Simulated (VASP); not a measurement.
# Mg (P6_3/mmc) in VASP: further runs

Mg is run at these levels: LDA; tasks: single point, relaxation of cell and atoms.

Program: VASP 6.6.1. These are calculated values, not measurements. Logs are shortened: lines on timing, memory, paths and dates and some standing lists are left out, and cuts for length are marked.

### 1 The cell of the first run

The structure is hexagonal, space group P6_3/mmc (No. 194). The conventional cell has a = 3.129 Å, b = 3.129 Å, c = 5.092 Å, α = 90.00°, β = 90.00°, γ = 120.00°. Within 4.1 Å of Mg (site symmetry -6m2) lie 12 Mg at 3.12 to 3.13 Å.

### 2 Single point, LDA

File INCAR:

```
PREC     = Accurate       # precision mode
ENCUT    = 520            # plane-wave cutoff, eV
EDIFF    = 1E-7           # SCF threshold, eV
ISMEAR   = -1             # smearing method
SIGMA    = 0.05           # smearing width, eV
LREAL    = False          # projectors in reciprocal space
LASPH    = True           # aspherical terms in the spheres
NELM     = 100            # most SCF steps
ALGO     = Normal         # electronic algorithm
ISIF     = 2              # what is computed and relaxed
LWAVE    = False          # write WAVECAR
LCHARG   = False          # write CHGCAR
GGA      = CA             # functional
NBANDS   = 9              # bands
```

File KPOINTS:

```
regular mesh
0
Gamma
  9 9 5
```

File POSCAR:

```
Mg
1.0
    3.1294440367      0.0000000000      0.0000000000
   -1.5647220184      2.7101780355      0.0000000000
    0.0000000000      0.0000000000      5.0919916431
Mg
2
Direct
    0.3333333333      0.6666666667      0.2500000000
    0.6666666667      0.3333333333      0.7500000000
```

Potentials or basis: VASP PAW LDA potentials, release 64 (Mg).

Run with:

```console
> cat potpaw_LDA.64/Mg/POTCAR > POTCAR
> mpirun -np 1 vasp_std > vasp.out
```

OUTCAR:

```text
PREC = Accurate
   ENCUT = 520
   EDIFF = 1E-7
   ISMEAR = -1
   LREAL = False
   LASPH = True
   NELM = 100
   ISIF = 2
   GGA = CA

 ion  position               nearest neighbor table
   1  0.333  0.667  0.250-   2 3.12   2 3.12   2 3.12   2 3.12   2 3.12   2 3.12
   2  0.667  0.333  0.750-   1 3.12   1 3.12   1 3.12   1 3.12   1 3.12   1 3.12

  LATTYP: Found a hexagonal cell.
 ALAT       =     3.1294440367
 C/A-ratio  =     1.6271234070

  Lattice vectors:

 A1 = (   3.1294440367,   0.0000000000,   0.0000000000)
 A2 = (  -1.5647220184,   2.7101780355,   0.0000000000)
 A3 = (   0.0000000000,   0.0000000000,   5.0919916431)

Analysis of symmetry for initial positions (statically):
=====================================================================
 Subroutine PRICEL returns:
 Original cell was already a primitive cell.

 Routine SETGRP: Setting up the symmetry group for a
 hexagonal supercell.

 Subroutine GETGRP returns: Found 24 space group operations
 (whereof 12 operations were pure point group operations)
 out of a pool of 24 trial point group operations.

The static configuration has the point symmetry D_3d.
 The point group associated with its full space group is D_6h.

Analysis of symmetry for dynamics (positions and initial velocities):
=====================================================================
 Subroutine PRICEL returns:
 Original cell was already a primitive cell.

 Routine SETGRP: Setting up the symmetry group for a
 hexagonal supercell.

 Subroutine GETGRP returns: Found 24 space group operations
 (whereof 12 operations were pure point group operations)
 out of a pool of 24 trial point group operations.

The dynamic configuration has the point symmetry D_3d.
 The point group associated with its full space group is D_6h.

 Subroutine INISYM returns: Found 24 space group operations
 (whereof 12 operations are pure point group operations),
 and found     1 'primitive' translations

----------------------------------------------------------------------------------------

                                     Primitive cell

  volume of cell :      43.1870

  direct lattice vectors                    reciprocal lattice vectors
     3.129444037  0.000000000  0.000000000     0.319545577  0.184489725  0.000000000
    -1.564722018  2.710178035  0.000000000     0.000000000  0.368979450  0.000000000
     0.000000000  0.000000000  5.091991643     0.000000000  0.000000000  0.196386811

  length of vectors
     3.129444037  3.129444037  5.091991643     0.368979450  0.368979450  0.196386811

  position of ions in fractional coordinates (direct lattice)
     0.333333333  0.666666667  0.250000000
     0.666666667  0.333333333  0.750000000

  ion indices of the primitive-cell ions
   primitive index   ion index
                 1           1
                 2           2

----------------------------------------------------------------------------------------

 KPOINTS: regular mesh

Automatic generation of k-mesh.
 Grid dimensions read from file:
 generate k-points for:    9    9    5

 Generating k-lattice:

  Cartesian coordinates                     Fractional coordinates (reciprocal lattice)
     0.035505064  0.020498858  0.000000000     0.111111111  0.000000000  0.000000000
     0.000000000  0.040997717  0.000000000     0.000000000  0.111111111  0.000000000
     0.000000000  0.000000000  0.039277362     0.000000000  0.000000000  0.200000000

  Length of vectors
     0.040997717  0.040997717  0.039277362

  Shift w.r.t. Gamma in fractional coordinates (k-lattice)
     0.000000000  0.000000000  0.000000000

 Subroutine IBZKPT returns following result:
 ===========================================

 Found     36 irreducible k-points:

 Following reciprocal coordinates:
            Coordinates               Weight
  0.000000  0.000000  0.000000      1.000000
  0.111111  0.000000  0.000000      6.000000
  0.222222 -0.000000  0.000000      6.000000
  0.333333 -0.000000  0.000000      6.000000
  0.444444 -0.000000  0.000000      6.000000
  0.111111  0.111111  0.000000      6.000000
[... 16 lines left out ...]
  0.333333  0.222222  0.200000     24.000000
  0.333333  0.333333  0.200000      4.000000
 [... further k-points ...]
   k-points           NKPTS =     36   k-points in BZ     NKDIM =     36   number of bands    NBANDS=      9
   number of dos      NEDOS =    301   number of ions     NIONS =      2
   total plane-waves  NPLWV =  23040
   dimension x,y,z NGX =    24 NGY =   24 NGZ =   40
   dimension x,y,z NGXF=    48 NGYF=   48 NGZF=   80
   ions per type =               2
   NGX,Y,Z   is equivalent  to a cutoff of  12.75, 12.75, 13.06 a.u.
   NGXF,Y,Z  is equivalent  to a cutoff of  25.50, 25.50, 26.12 a.u.
 SYSTEM =  unknown system
   PREC   = accura    normal or accurate (medium, high low for compatibility)
   ISTART =      0    job   : 0-new  1-cont  2-samecut
   ICHARG =      2    charge: 1-file 2-atom 10-const
   ISPIN  =      1    spin polarized calculation?
   LNONCOLLINEAR =      F non collinear calculations
   LSORBIT =      F    spin-orbit coupling
   LASPH  =      T    aspherical Exc in radial PAW
   ENCUT  =  520.0 eV  38.22 Ry    6.18 a.u.   5.82  5.82  9.47*2*pi/ulx,y,z
   NELM   =    100;   NELMIN=  2; NELMDL= -5     # of ELM steps
   EDIFF  = 0.1E-06   stopping-criterion for ELM
   LREAL  =      F    real-space projection
   EDIFFG = 0.1E-05   stopping-criterion for IOM
   NSW    =      0    number of steps for IOM
   IBRION =     -1    ionic relax: 0-MD 1-quasi-New 2-CG
   NFREE  =      0    steps in history (QN), initial steepest desc. (CG)
   ISIF   =      2    stress and relaxation
   ISYM   =      2    0-nonsym 1-usesym 2-fastsym
   POTIM  = 0.5000    time-step for ionic-motion
   TEBEG  =    0.0;   TEEND  =   0.0 temperature during run
   PSTRESS=    0.0 pullay stress
   NELECT =       4.0000    total number of electrons
   NUPDOWN=      -1.0000    fix difference up-down
   EMIN   =  10.00;   EMAX   =-10.00  energy-range for DOS
   EFERMI =   0.00;   METHOD = LEGACY
   ISMEAR =    -1;   SIGMA  =   0.05  broadening in eV -4-tet -1-fermi 0-gaus
   EFERMI_NEDOS =   21; number of points for ismear=-14 and -15
   IALGO  =     38    algorithm
   IMIX   =      4    mixing-type and parameters
     AMIX     =   0.40;   BMIX     =  1.00
     AMIX_MAG =   1.60;   BMIX_MAG =  1.00
  volume/ion in A,a.u.               =      21.59       145.72
  Fermi-wavevector in a.u.,A,eV,Ry     =   0.740703  1.399725  7.464707  0.548640
  Thomas-Fermi vector in A             =   1.835168
   LORBIT       =      0    0 simple, 1 ext, 2 COOP (PROOUT), +10 PAW based schemes
   GGA     = CA    functional components
   LHFCALC =     F    Hartree Fock is set to
   AEXX    =    0.0000 exact exchange contribution
   IVDW    =     0    specifies the selected vdW correction
   LEPSILON=     F    determine dielectric tensor
   LRPA    =     F    only Hartree local field effects (RPA)
 non-spin polarized calculation
  energy-cutoff  :      520.00
  volume of cell :       43.19
 maximum number of plane-waves:      1183
 NGX is ok and might be reduce to    24
   NGX = 11   NGY = 11   NGZ = 19

 number of electron       4.0000000 magnetization

 Free energy of the ion-electron system (eV)
  ---------------------------------------------------
  ext. energy  EPLUGINS =         0.00000000
  ---------------------------------------------------
  free energy    TOTEN  =        -3.61807199 eV

  energy without entropy =       -3.61192663  energy(sigma->0) =       -3.61499931

 E-fermi :   2.7449     XC(G=0):  -8.8793

 val. band max:        2.7407333070   @ k =   0.4444  -0.0000   0.4000
 cond. band min:       2.8480333178   @ k =   0.4444   0.1111   0.4000
 fundamental gap:      0.1073000108
 Fermi energy:         2.7449017665

 k-point     1 :       0.0000    0.0000    0.0000
  band No.  band energies     occupation
      1      -4.3920      2.00000
      2       1.0311      2.00000
      3       1.4998      2.00000
      4      14.0701      0.00000
      5      14.0701      0.00000
      6      14.2455      0.00000
      7      14.2455      0.00000
      8      14.9518      0.00000
      9      16.7680      0.00000

 k-point     2 :       0.1111    0.0000    0.0000
  band No.  band energies     occupation
      1      -4.1390      2.00000
      2       1.2604      2.00000
      3       1.7447      2.00000
      4      10.8803      0.00000
      5      12.4930      0.00000
      6      13.2906      0.00000
      7      15.7116      0.00000
      8      15.7897      0.00000
      9      16.1041      0.00000

 k-point     3 :       0.2222   -0.0000    0.0000
  band No.  band energies     occupation
      1      -3.3842      2.00000
      2       1.9492      2.00000
      3       2.4585      1.99352
      4       7.5252      0.00000
      5      11.2442      0.00000
      6      11.5244      0.00000
      7      12.3616      0.00000
      8      13.8976      0.00000
      9      15.8311      0.00000

 k-point     4 :       0.3333   -0.0000    0.0000
  band No.  band energies     occupation
      1      -2.1403      2.00000
      2       3.0994      0.00167
      3       3.3823      0.00001
      4       4.7832      0.00000
      5       9.3651      0.00000
      6       9.5297      0.00000
      7      10.4141      0.00000
      8      12.2653      0.00000
      9      14.8788      0.00000
[... 205 lines left out ...]
 k-point    22 :       0.2222    0.2222    0.2000
  band No.  band energies     occupation
      1      -1.1780      2.00000
      2       2.0877      2.00000
      3       5.1604      0.00000
      4       5.1656      0.00000
      5       6.7863      0.00000
      6       8.6262      0.00000
      7       8.8187      0.00000
      8      12.8147      0.00000
      9      13.1414      0.00000

 k-point    23 :       0.3333    0.2222    0.2000
  band No.  band energies     occupation
      1       0.5110      2.00000
      2       2.5606      1.95104
      3       3.7873      0.00000
      4       4.8100      0.00000
      5       6.0664      0.00000
      6       7.8210      0.00000
      7       8.7940      0.00000
      8      10.5847      0.00000
      9      12.5893      0.00000

 k-point    24 :       0.3333    0.3333    0.2000
  band No.  band energies     occupation
      1       2.3530      1.99921
      2       2.3900      1.99835
      3       2.3900      1.99835
      4       5.5517      0.00000
      5       5.9238      0.00000
      6       5.9238      0.00000
      7       9.8855      0.00000
      8      10.5715      0.00000
      9      10.5715      0.00000

 [... further k-points ...]
[... 5 lines left out ...]
  --------------------------------------------------------------------------------------
  -------------------------------------------------------------------------------------
  Total       -0.0924988     -0.0924988     -0.0845870      0.0000000      0.0000000      0.0000000
  in kB       -3.4315784     -3.4315784     -3.1380616      0.0000000      0.0000000      0.0000000
  external PRESSURE =      -3.3337395 kB  Pullay stress =       0.0000000 kB

 VOLUME and BASIS-vectors are now :
 -----------------------------------------------------------------------------
  energy-cutoff  :      520.00
  volume of cell :       43.19
      direct lattice vectors                 reciprocal lattice vectors
     3.129444037  0.000000000  0.000000000     0.319545577  0.184489725  0.000000000
    -1.564722018  2.710178035  0.000000000     0.000000000  0.368979450  0.000000000
     0.000000000  0.000000000  5.091991643     0.000000000  0.000000000  0.196386811

 POSITION                                       TOTAL-FORCE (eV/Angst)
 -----------------------------------------------------------------------------------
     -0.00000      1.80679      1.27300        -0.000000     -0.000000      0.000000
      1.56472      0.90339      3.81899         0.000000      0.000000      0.000000
 -----------------------------------------------------------------------------------
    total drift:                                0.000000     -0.000000      0.000000

  FREE ENERGIE OF THE ION-ELECTRON SYSTEM (eV)
  ---------------------------------------------------
  free  energy   TOTEN  =        -3.6180719949 eV

  energy  without entropy=       -3.6119266278  energy(sigma->0) =       -3.61499931
```

Wall time 5.9 s (1 thread of Intel Xeon Platinum 8259CL at 2.50GHz (Skylake/Cascade Lake), shared host); peak memory 0.14 GiB.

What came out:

| Property | Result |
| --- | --- |
| Free energy | -3.6181 eV |
| Pressure | -0.3 GPa |
| Band gap on the k mesh | zero (bands 2 and 3 overlap by 2.29 eV) |

Levels at points of the mesh, in eV from the Fermi level:
| k point | band 1 | band 2 | band 3 | band 4 | band 5 | band 6 | band 7 |
| --- | --- | --- | --- | --- | --- | --- | --- |
| (0.00, 0.00, 0.00) | -7.14 | -1.71 | -1.25 | 11.33 | 11.33 | 11.50 | 11.50 |

### 3 Relaxation of cell and atoms, LDA

This run uses another cell than the first one, of 23.24 Å³/atom.

File INCAR:

```
SYSTEM = Mg
ALGO = Normal
EDIFF = 1E-6
EDIFFG = -0.01
ENCUT = 600
IBRION = 2
ISIF = 3
ISMEAR = -1
LASPH = .TRUE.
LCHARG = .FALSE.
LREAL = .FALSE.
LWAVE = .FALSE.
NELM = 100
NSW = 80
PREC = Accurate
SIGMA = 0.05
```

File KPOINTS:

```
k-points
0
G
  9 9 5
  0 0 0
```

File POSCAR:

```
Mg
1.0
    3.2093000000      0.0000000000      0.0000000000
   -1.6046500000      2.7793353300      0.0000000000
    0.0000000000      0.0000000000      5.2103000000
Mg
2
Direct
    0.3333333300      0.6666666700      0.2500000000
    0.6666666700      0.3333333300      0.7500000000
```

Potentials or basis: VASP PAW LDA potentials, release 64 (Mg).

Run with:

```console
> cat potpaw_LDA.64/Mg/POTCAR > POTCAR
> mpirun -np 1 vasp_std > vasp.out
```

Wall time 20 s (1 thread of Intel Xeon Platinum 8259CL at 2.50GHz (Skylake/Cascade Lake), shared host); peak memory 0.16 GiB.

It converged, with:

```
Free energy                           : -3.6186 eV
Relaxed volume                        : 21.39 Å³/atom
Relaxed cell                          : a = 3.119 Å, b = 3.119 Å, c = 5.078 Å, α = 90.00°, β = 90.00°, γ = 120.00°
Space group after relaxing (to 0.1 Å) : P6_3/mmc (No. 194)
Energy gained by relaxing             : 17.2 meV/atom
Ionic steps                           : 6
Pressure after relaxing               : 0.0 GPa
Band gap on the k mesh                : zero (bands 2 and 3 overlap by 2.29 eV)
```

Step by step:
| step | energy change (eV) | largest force (eV/Å) | pressure (GPa) | volume (Å³) |
| --- | --- | --- | --- | --- |
| 1 | 0.0000 | 0.0000 | -2.83 | 46.47 |
| 2 | -0.0319 | 0.0000 | -0.85 | 43.77 |
| 3 | -0.0343 | 0.0000 | -0.04 | 42.88 |
| 4 | -0.0343 | 0.0000 | 0.03 | 42.81 |
| 5 | -0.0345 | 0.0000 | 0.04 | 42.79 |
| 6 | -0.0345 | 0.0000 | 0.04 | 42.79 |

Final structure:
```yaml
crystal:
  lattice:
    - [3.11913, 0.00000, 0.00000]
    - [-1.55957, 2.70125, 0.00000]
    - [0.00000, 0.00000, 5.07832]
  atoms:
    - { symbol: Mg, position: [0.33333, 0.66667, 0.25000] }
    - { symbol: Mg, position: [0.66667, 0.33333, 0.75000] }
```

Levels at points of the mesh, in eV from the Fermi level:
```
           k point  band 1  band 2  band 3  band 4  band 5  band 6
(0.00, 0.00, 0.00)   -7.18   -1.73   -1.25   11.39   11.39   11.58
```
